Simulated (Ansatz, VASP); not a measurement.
## Two plane-wave programs on AlH2

```
Al H
1.0
     4.48529    0.00000    0.00000
    -2.24265    3.88438    0.00000
     0.00000    0.00000    3.74655
Al H
2 4
Direct
  0.33333 0.66667 0.00000
  0.66667 0.33333 0.00000
  0.50000 0.00000 0.00000
  0.00000 0.50000 0.00000
  0.50000 0.50000 0.00000
  0.00000 0.00000 0.50000
```

Alike in both runs: task relaxation of cell and atoms; functional PBE; k mesh 6 × 6 × 4; occupations gaussian, width 0.1 eV; no spin polarisation.

|  | VASP | Ansatz |
| --- | --- | --- |
| version | VASP 6.6.1 | Ansatz 0.2.0 |
| potentials or method | VASP PAW PBE potentials, release 64 (Al, H), cutoff 600 eV | scalar-relativistic, plane waves, PAW |
| valence electrons in the cell | 10 | 10 |

VASP gave:

```
gap on the k mesh at the Fermi level, each at its own relaxed structure (eV) : none
relaxed volume (Å³/atom)                                                     : 13.31
relaxed cell length with the largest relative difference (Å)                 : 5.911
```

**Question.** Estimate Ansatz's values.

**Answer.** gap on the k mesh at the Fermi level, each at its own relaxed structure (eV): none; relaxed volume (Å³/atom): 13.42; relaxed cell length with the largest relative difference (Å): 5.933.

A gap of «none» marks a metal or a gap that the smearing closes.

The k mesh is coarse, so the values compare programs but aren't converged. Noted on VASP's run: the volume moved by over 15 % at a fixed basis, so the end points are rough.
